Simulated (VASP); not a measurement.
Si3N4:

```xyz
14
Lattice="7.6093 0.0000 0.0000 -3.8047 6.5898 0.0000 0.0000 0.0000 2.9079" Properties=species:S:1:pos:R:3 pbc="T T T"
Si   -1.5978    5.0595    0.7270
Si    2.4288    1.1460    2.1809
Si    0.2219    2.6764    0.7270
Si    5.4024    1.5304    2.1809
Si    1.3759    5.4438    0.7270
Si    3.5828    3.9135    2.1809
N     0.0000    4.3932    0.7270
N     3.8047    2.1966    2.1809
N     2.3961    0.1963    0.7270
N     1.0281    2.1732    2.1809
N     6.2413    1.9770    0.7270
N     1.4085    6.3936    2.1809
N     2.7766    4.4166    0.7270
N    -2.4366    4.6129    2.1809
```

Base run:

| Property | Result |
| --- | --- |
| Program | VASP 6.6.1 |
| Functional | r2SCAN |
| Potentials or basis | VASP PAW PBE potentials, release 64 (Si, N) |
| Cutoff | 520 eV |
| k mesh | 4 × 4 × 10 |
| Occupations | fermi-dirac, width 0.02 eV |
| Spin | no spin polarisation |

Its results: band gap on the k mesh 4.98 eV (least direct gap 5.18 eV); pressure -0.8 GPa; largest force 0.051 eV/Å.

**Question.** The run is repeated on the same cell with these changes: functional from r2SCAN to PBE; further incar settings from ALGO = Normal; EDIFF = 1e-08; NBANDS = 45 to ALGO = Normal; EDIFF = 1e-06; NBANDS = 45. What comes out?

**Answer.** Band gap on the k mesh 4.32 eV (least direct gap 4.51 eV); pressure 4.7 GPa; largest force 0.009 eV/Å.

Caveats: the PAW data sets were made with another functional, which shifts forces and pressure a little (at least some runs); the cell stands under pressure (at least some runs).

A k mesh can miss the band edges.
